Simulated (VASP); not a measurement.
# AlN (F-43m) in VASP: further runs

Runs on AlN. Level: BLYP. Tasks: single point.

Everything below comes from runs of VASP 6.6.1. Logs are shortened: lines on timing, memory, paths and dates and some standing lists are left out, and cuts for length are marked.

## 1. The cell of the first run

It takes space group F-43m (No. 216, cubic). Conventional cell: a = 4.279 Å, b = 4.279 Å, c = 4.279 Å, α = 90.00°, β = 90.00°, γ = 90.00°. Al (site symmetry -43m) has 4 N at 1.85 Å within 2.5 Å. N (site symmetry -43m) has 4 Al at 1.85 Å within 2.5 Å.

## 2. Single point, BLYP

The input, INCAR:

```
SYSTEM = AlN
PREC = Accurate
ENCUT = 520
EDIFF = 1E-7
ISMEAR = -1
SIGMA = 0.05
LREAL = .False.
LASPH = .True.
NELM = 80
ALGO = Normal
ISIF = 2
LWAVE = .False.
LCHARG = .False.
GGA = B5
ALDAX = 1.0
AGGAX = 1.0
AGGAC = 1.0
ALDAC = 0.0
NBANDS = 11
```

The input, KPOINTS:

```
Automatic mesh
0
Gamma
  10 10 10
  0 0 0
```

The input, POSCAR:

```
AlN
1.0
    0.0000000000      2.1394097525      2.1394097525
    2.1394097525      0.0000000000      2.1394097525
    2.1394097525      2.1394097525      0.0000000000
Al N
1 1
Direct
    0.0000000000      0.0000000000      0.0000000000
    0.2500000000      0.2500000000      0.2500000000
```

Potentials or basis: VASP PAW PBE potentials, release 64 (Al, N).

The run is started by

```console
$ cat potpaw_PBE.64/Al/POTCAR potpaw_PBE.64/N/POTCAR > POTCAR
$ mpirun -np 1 vasp_std > vasp.out
```

OUTCAR:

```text
SYSTEM = AlN
   PREC = Accurate
   ENCUT = 520
   EDIFF = 1E-7
   ISMEAR = -1
   LREAL = .False.
   LASPH = .True.
   NELM = 80
   ISIF = 2
   GGA = B5

 ion  position               nearest neighbor table
   1  0.000  0.000  0.000-   2 1.85   2 1.85   2 1.85   2 1.85
   2  0.250  0.250  0.250-   1 1.85   1 1.85   1 1.85   1 1.85

  LATTYP: Found a face centered cubic cell.
 ALAT       =     4.2788195050

  Lattice vectors:

 A1 = (   0.0000000000,   2.1394097525,   2.1394097525)
 A2 = (   2.1394097525,   0.0000000000,   2.1394097525)
 A3 = (   2.1394097525,   2.1394097525,   0.0000000000)

Analysis of symmetry for initial positions (statically):
=====================================================================
 Subroutine PRICEL returns:
 Original cell was already a primitive cell.

 Routine SETGRP: Setting up the symmetry group for a
 face centered cubic supercell.

 Subroutine GETGRP returns: Found 24 space group operations
 (whereof 24 operations were pure point group operations)
 out of a pool of 48 trial point group operations.

The static configuration has the point symmetry T_d .

Analysis of symmetry for dynamics (positions and initial velocities):
=====================================================================
 Subroutine PRICEL returns:
 Original cell was already a primitive cell.

 Routine SETGRP: Setting up the symmetry group for a
 face centered cubic supercell.

 Subroutine GETGRP returns: Found 24 space group operations
 (whereof 24 operations were pure point group operations)
 out of a pool of 48 trial point group operations.

The dynamic configuration has the point symmetry T_d .

 Subroutine INISYM returns: Found 24 space group operations
 (whereof 24 operations are pure point group operations),
 and found     1 'primitive' translations

----------------------------------------------------------------------------------------

                                     Primitive cell

  volume of cell :      19.5845

  direct lattice vectors                    reciprocal lattice vectors
     0.000000000  2.139409753  2.139409753    -0.233709321  0.233709321  0.233709321
     2.139409753  0.000000000  2.139409753     0.233709321 -0.233709321  0.233709321
     2.139409753  2.139409753  0.000000000     0.233709321  0.233709321 -0.233709321

  length of vectors
     3.025582287  3.025582287  3.025582287     0.404796418  0.404796418  0.404796418

  position of ions in fractional coordinates (direct lattice)
     0.000000000  0.000000000  0.000000000
     0.250000000  0.250000000  0.250000000

  ion indices of the primitive-cell ions
   primitive index   ion index
                 1           1
                 2           2

----------------------------------------------------------------------------------------

 KPOINTS: Automatic mesh

Automatic generation of k-mesh.
 Grid dimensions read from file:
 generate k-points for:   10   10   10

 Generating k-lattice:

  Cartesian coordinates                     Fractional coordinates (reciprocal lattice)
    -0.023370932  0.023370932  0.023370932     0.100000000  0.000000000  0.000000000
     0.023370932 -0.023370932  0.023370932     0.000000000  0.100000000  0.000000000
     0.023370932  0.023370932 -0.023370932     0.000000000  0.000000000  0.100000000

  Length of vectors
     0.040479642  0.040479642  0.040479642

  Shift w.r.t. Gamma in fractional coordinates (k-lattice)
     0.000000000  0.000000000  0.000000000

 Subroutine IBZKPT returns following result:
 ===========================================

 Found     47 irreducible k-points:

 Following reciprocal coordinates:
            Coordinates               Weight
  0.000000  0.000000  0.000000      1.000000
  0.100000  0.000000  0.000000      8.000000
  0.200000  0.000000  0.000000      8.000000
  0.300000  0.000000  0.000000      8.000000
  0.400000  0.000000  0.000000      8.000000
  0.500000  0.000000  0.000000      4.000000
[... 16 lines left out ...]
  0.300000  0.300000  0.000000      6.000000
  0.400000  0.300000  0.000000     24.000000
 [... further k-points ...]
   k-points           NKPTS =     47   k-points in BZ     NKDIM =     47   number of bands    NBANDS=     11
   number of dos      NEDOS =    301   number of ions     NIONS =      2
   total plane-waves  NPLWV =  13824
   dimension x,y,z NGX =    24 NGY =   24 NGZ =   24
   dimension x,y,z NGXF=    48 NGYF=   48 NGZF=   48
   ions per type =               1   1
   NGX,Y,Z   is equivalent  to a cutoff of  13.19, 13.19, 13.19 a.u.
   NGXF,Y,Z  is equivalent  to a cutoff of  26.37, 26.37, 26.37 a.u.
 SYSTEM =  AlN
   PREC   = accura    normal or accurate (medium, high low for compatibility)
   ISTART =      0    job   : 0-new  1-cont  2-samecut
   ICHARG =      2    charge: 1-file 2-atom 10-const
   ISPIN  =      1    spin polarized calculation?
   LNONCOLLINEAR =      F non collinear calculations
   LSORBIT =      F    spin-orbit coupling
   LASPH  =      T    aspherical Exc in radial PAW
   ENCUT  =  520.0 eV  38.22 Ry    6.18 a.u.   5.63  5.63  5.63*2*pi/ulx,y,z
   NELM   =     80;   NELMIN=  2; NELMDL= -5     # of ELM steps
   EDIFF  = 0.1E-06   stopping-criterion for ELM
   LREAL  =      F    real-space projection
   EDIFFG = 0.1E-05   stopping-criterion for IOM
   NSW    =      0    number of steps for IOM
   IBRION =     -1    ionic relax: 0-MD 1-quasi-New 2-CG
   NFREE  =      0    steps in history (QN), initial steepest desc. (CG)
   ISIF   =      2    stress and relaxation
   ISYM   =      2    0-nonsym 1-usesym 2-fastsym
   POTIM  = 0.5000    time-step for ionic-motion
   TEBEG  =    0.0;   TEEND  =   0.0 temperature during run
   PSTRESS=    0.0 pullay stress
   NELECT =       8.0000    total number of electrons
   NUPDOWN=      -1.0000    fix difference up-down
   EMIN   =  10.00;   EMAX   =-10.00  energy-range for DOS
   EFERMI =   0.00;   METHOD = LEGACY
   ISMEAR =    -1;   SIGMA  =   0.05  broadening in eV -4-tet -1-fermi 0-gaus
   EFERMI_NEDOS =   21; number of points for ismear=-14 and -15
   IALGO  =     38    algorithm
   IMIX   =      4    mixing-type and parameters
     AMIX     =   0.40;   BMIX     =  1.00
     AMIX_MAG =   1.60;   BMIX_MAG =  1.00
  volume/ion in A,a.u.               =       9.79        66.08
  Fermi-wavevector in a.u.,A,eV,Ry     =   1.214696  2.295442 20.075204  1.475486
  Thomas-Fermi vector in A             =   2.350107
   LORBIT       =      0    0 simple, 1 ext, 2 COOP (PROOUT), +10 PAW based schemes
   GGA     = B5    functional components
   LHFCALC =     F    Hartree Fock is set to
   AEXX    =    0.0000 exact exchange contribution
   IVDW    =     0    specifies the selected vdW correction
   LEPSILON=     F    determine dielectric tensor
   LRPA    =     F    only Hartree local field effects (RPA)
 non-spin polarized calculation
  energy-cutoff  :      520.00
  volume of cell :       19.58
 maximum number of plane-waves:       544
   NGX = 11   NGY = 11   NGZ = 11

 number of electron       7.9999998 magnetization

 Free energy of the ion-electron system (eV)
  ---------------------------------------------------
  ext. energy  EPLUGINS =         0.00000000
  ---------------------------------------------------
  free energy    TOTEN  =       -13.75700791 eV

  energy without entropy =      -13.75700791  energy(sigma->0) =      -13.75700791

 E-fermi :   8.0254     XC(G=0): -10.5712

 val. band max:        6.9759185678   @ k =   0.0000   0.0000   0.0000
 cond. band min:      10.6825168792   @ k =   0.5000   0.5000   0.0000
 fundamental gap:      3.7065983114
 Fermi energy:         8.0253712048

 k-point     1 :       0.0000    0.0000    0.0000
  band No.  band energies     occupation
      1      -8.2667      2.00000
      2       6.9759      2.00000
      3       6.9759      2.00000
      4       6.9759      2.00000
      5      12.0299      0.00000
      6      20.2279      0.00000
      7      20.2279      0.00000
      8      20.2279      0.00000
      9      25.2734      0.00000
     10      25.2734      0.00000
     11      26.9559      0.00000

 k-point     2 :       0.1000    0.0000    0.0000
  band No.  band energies     occupation
      1      -8.1110      2.00000
      2       6.1969      2.00000
      3       6.9242      2.00000
      4       6.9242      2.00000
      5      12.6457      0.00000
      6      19.8499      0.00000
      7      20.3674      0.00000
      8      20.3674      0.00000
      9      24.0336      0.00000
     10      24.0336      0.00000
     11      26.2114      0.00000

 k-point     3 :       0.2000    0.0000    0.0000
  band No.  band energies     occupation
      1      -7.6671      2.00000
      2       4.5807      2.00000
      3       6.7949      2.00000
      4       6.7949      2.00000
      5      13.7414      0.00000
      6      19.0634      0.00000
      7      20.2624      0.00000
      8      20.2624      0.00000
      9      23.5255      0.00000
     10      23.5255      0.00000
     11      25.3782      0.00000

 k-point     4 :       0.3000    0.0000    0.0000
  band No.  band energies     occupation
      1      -7.0189      2.00000
      2       2.8784      2.00000
      3       6.6464      2.00000
      4       6.6464      2.00000
      5      14.5724      0.00000
      6      18.3100      0.00000
      7      19.5302      0.00000
      8      19.5302      0.00000
      9      24.6801      0.00000
     10      24.6801      0.00000
     11      25.2361      0.00000

 k-point     5 :       0.4000    0.0000    0.0000
  band No.  band energies     occupation
      1      -6.3640      2.00000
      2       1.5291      2.00000
      3       6.5342      2.00000
      4       6.5342      2.00000
      5      14.9926      0.00000
      6      17.7665      0.00000
      7      18.8929      0.00000
      8      18.8929      0.00000
      9      25.7097      0.00000
     10      26.6212      0.00000
     11      26.6212      0.00000
[... 211 lines left out ...]
 k-point    21 :      -0.3000    0.2000    0.0000
  band No.  band energies     occupation
      1      -6.1990      2.00000
      2       2.3084      2.00000
      3       4.7445      2.00000
      4       6.4544      2.00000
      5      15.4309      0.00000
      6      16.7871      0.00000
      7      19.5146      0.00000
      8      19.8656      0.00000
      9      24.1235      0.00000
     10      26.6748      0.00000
     11      29.3566      0.00000

 k-point    22 :      -0.2000    0.2000    0.0000
  band No.  band energies     occupation
      1      -6.8058      2.00000
      2       3.2027      2.00000
      3       5.2533      2.00000
      4       6.7244      2.00000
      5      15.2522      0.00000
      6      17.6016      0.00000
      7      19.0950      0.00000
      8      20.0635      0.00000
      9      22.6412      0.00000
     10      26.3470      0.00000
     11      29.3233      0.00000

 k-point    23 :       0.3000    0.3000    0.0000
  band No.  band energies     occupation
      1      -6.6159      2.00000
      2       3.4575      2.00000
      3       5.7111      2.00000
      4       5.7111      2.00000
      5      12.8112      0.00000
      6      17.2879      0.00000
      7      19.6763      0.00000
      8      22.2814      0.00000
      9      22.2814      0.00000
     10      28.0935      0.00000
     11      32.0816      0.00000

 k-point    24 :       0.4000    0.3000    0.0000
  band No.  band energies     occupation
      1      -6.1149      2.00000
      2       2.7825      2.00000
      3       5.2428      2.00000
      4       5.5444      2.00000
      5      12.3471      0.00000
      6      17.1141      0.00000
      7      20.0870      0.00000
      8      22.3515      0.00000
      9      22.9136      0.00000
     10      29.1208      0.00000
     11      31.8149      0.00000

 [... further k-points ...]

------------------------ aborting loop because EDIFF is reached ----------------------------------------

  FORCE on cell =-STRESS in cart. coord.  units (eV):
  Direction    XX          YY          ZZ          XY          YZ          ZX
  --------------------------------------------------------------------------------------
  -------------------------------------------------------------------------------------
  Total        2.8643603      2.8643603      2.8643603      0.0000000     -0.0000000      0.0000000
  in kB      234.3291498    234.3291498    234.3291498      0.0000000     -0.0000000      0.0000000
  external PRESSURE =     234.3291498 kB  Pullay stress =       0.0000000 kB

 VOLUME and BASIS-vectors are now :
 -----------------------------------------------------------------------------
  energy-cutoff  :      520.00
  volume of cell :       19.58
      direct lattice vectors                 reciprocal lattice vectors
     0.000000000  2.139409753  2.139409753    -0.233709321  0.233709321  0.233709321
     2.139409753  0.000000000  2.139409753     0.233709321 -0.233709321  0.233709321
     2.139409753  2.139409753  0.000000000     0.233709321  0.233709321 -0.233709321

 POSITION                                       TOTAL-FORCE (eV/Angst)
 -----------------------------------------------------------------------------------
      0.00000      0.00000      0.00000         0.000000      0.000000      0.000000
      1.06970      1.06970      1.06970        -0.000000     -0.000000     -0.000000
 -----------------------------------------------------------------------------------
    total drift:                               -0.000000     -0.000000     -0.000000

  FREE ENERGIE OF THE ION-ELECTRON SYSTEM (eV)
  ---------------------------------------------------
  free  energy   TOTEN  =       -13.7570079134 eV

  energy  without entropy=      -13.7570079134  energy(sigma->0) =      -13.75700791
```

Run time: 11 s. Hardware: 1 thread of Intel Xeon Platinum 8375C at 2.90GHz (Ice Lake), shared host; peak memory 0.13 GiB.

Results:

```
Free energy            : -13.7570 eV
Pressure               : 23.4 GPa
Band gap on the k mesh : 3.71 eV, indirect (least direct gap 5.05 eV)
```

Caveat: the PAW data sets were made with another functional, which shifts forces and pressure a little. A k mesh can miss the band edges.

## 3. Single point, BLYP

This run uses another cell than the first one, of 10.00 Å³/atom, 1.021 times its volume.

The input, INCAR:

```
PREC     = Accurate       # precision mode
ENCUT    = 520            # plane-wave cutoff, eV
EDIFF    = 1E-6           # SCF threshold, eV
ISMEAR   = -1             # smearing method
SIGMA    = 0.05           # smearing width, eV
LREAL    = False          # projectors in reciprocal space
LASPH    = True           # aspherical terms in the spheres
NELM     = 60             # most SCF steps
ALGO     = Normal         # electronic algorithm
ISIF     = 2              # what is computed and relaxed
LWAVE    = False          # write WAVECAR
LCHARG   = True           # write CHGCAR
GGA      = B5             # functional
ALDAX    = 1.0          
AGGAX    = 1.0          
AGGAC    = 1.0          
ALDAC    = 0.0          
LELF     = True           # ELF
LVHAR    = True         
NBANDS   = 11             # bands
```

The input, KPOINTS:

```
regular mesh
0
Gamma
  10 10 10
```

The input, POSCAR:

```
AlN
1.0
    0.0000000000      2.1544765148      2.1544765148
    2.1544765148      0.0000000000      2.1544765148
    2.1544765148      2.1544765148      0.0000000000
Al N
1 1
Direct
    0.0000000000      0.0000000000      0.0000000000
    0.2500000000      0.2500000000      0.2500000000
```

Potentials or basis: VASP PAW PBE potentials, release 64 (Al, N).

The run is started by

```console
$ cat potpaw_PBE.64/Al/POTCAR potpaw_PBE.64/N/POTCAR > POTCAR
$ mpirun -np 1 vasp_std > vasp.out
```

It took 9.6 s on 1 thread of Intel Xeon Platinum 8375C at 2.90GHz (Ice Lake), shared host; peak memory 0.13 GiB.

It converged, with:

```
Free energy            : -13.8108 eV
Pressure               : 17.9 GPa
Band gap on the k mesh : 3.69 eV, indirect (least direct gap 4.86 eV)
```

Levels at points of the mesh, in eV from the valence-band top:
```tsv
k point	band 2	band 3	band 4	band 5	band 6	band 7
(0.00, 0.00, 0.00)	0.00	0.00	0.00	4.86	13.03	13.03
(0.50, 0.00, 0.00)	-5.90	-0.48	-0.48	7.94	10.43	11.55
(0.50, 0.50, 0.00)	-4.95	-1.79	-1.79	3.70	9.05	14.58
```

Caveat: the PAW data sets were made with another functional, which shifts forces and pressure a little.
